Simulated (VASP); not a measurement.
The system is CsPbCl3.

```
Pb Cs Cl
1.0
     5.60500    0.00000    0.00000
     0.00000    5.60500    0.00000
     0.00000    0.00000    5.60500
Pb Cs Cl
1 1 3
Direct
  0.50000 0.50000 0.50000
  0.00000 0.00000 0.00000
  0.50000 0.00000 0.50000
  0.00000 0.50000 0.50000
  0.50000 0.50000 0.00000
```

```yaml
Program: VASP 6.6.1
Task: relaxation of cell and atoms
Functional: LDA
Potentials_or_basis: VASP PAW LDA potentials, release 64 (Pb_d, Cs_sv, Cl)
Cutoff: 600 eV
k_mesh: 5 × 5 × 5
Occupations: fermi-dirac, width 0.05 eV
Spin: no spin polarisation
```

At the start: pressure -1.2 GPa; volume 35.22 Å³/atom.

Problem. Where does the relaxation end?

Solution. Over 3 steps the energy falls by 6.1 meV/atom and the volume is 33.66 Å³/atom (-4.4 %); space group Pm-3m (No. 221, to 0.1 Å) before and after.

Step by step:
| step | energy change (eV) | largest force (eV/Å) | pressure (GPa) | volume (Å³) |
| --- | --- | --- | --- | --- |
| 1 | 0.0000 | 0.0000 | -1.21 | 176.09 |
| 2 | -0.0298 | 0.0000 | -0.19 | 169.41 |
| 3 | -0.0305 | 0.0000 | -0.01 | 168.32 |

Final structure:
```
Pb Cs Cl
1.0
     5.52137    0.00000    0.00000
     0.00000    5.52137    0.00000
     0.00000    0.00000    5.52137
Pb Cs Cl
1 1 3
Cartesian
  2.7607 2.7607 2.7607
  0.0000 0.0000 0.0000
  2.7607 0.0000 2.7607
  0.0000 2.7607 2.7607
  2.7607 2.7607 0.0000
```
